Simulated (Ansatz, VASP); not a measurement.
**Cd3HgSe4 in VASP and in Ansatz**

```
Cd Hg Se
1.0
     4.39774    0.00000    0.00000
     0.00000    4.39774    0.00000
     0.00000    0.00000   12.39270
Cd Hg Se
3 1 4
Direct
  0.00000 0.00000 0.00000
  0.50000 0.50000 0.24861
  0.50000 0.50000 0.75139
  0.00000 0.00000 0.50000
  0.50000 0.00000 0.12430
  0.00000 0.50000 0.37265
  0.50000 0.00000 0.62735
  0.00000 0.50000 0.87570
```

Alike in both runs: functional PBE; k mesh 8 × 8 × 4; occupations gaussian, width 0.01 eV; no spin polarisation.

Ansatz relaxed the structure, and its values are those at the end. VASP's run is a single point on that final structure, the one shown.

|  | VASP | Ansatz |
| --- | --- | --- |
| version | VASP 6.6.1 | Ansatz 0.2.0 |
| potentials or method | VASP PAW PBE potentials, release 64 (Cd, Hg, Se), cutoff 520 eV | scalar-relativistic, plane waves, PAW |
| valence electrons in the cell | 72 | 144 |

|  | VASP | Ansatz | Ansatz less VASP |
| --- | --- | --- | --- |
| gap on the k mesh at the Fermi level (eV) | 0.08 | 0.09 | +0.003 |
| least direct gap on the mesh (eV) | 0.08 | 0.09 | +0.003 |
| pressure (GPa) | 0.2 | 0.0 | -0.23 |

The functional is the same, so the differences come from potentials, cutoffs and numerics. VASP's potentials hold 72 valence electrons a cell and Ansatz's 144, so a difference there can come from the potentials and not from the codes.

Spin-orbit coupling is off throughout.
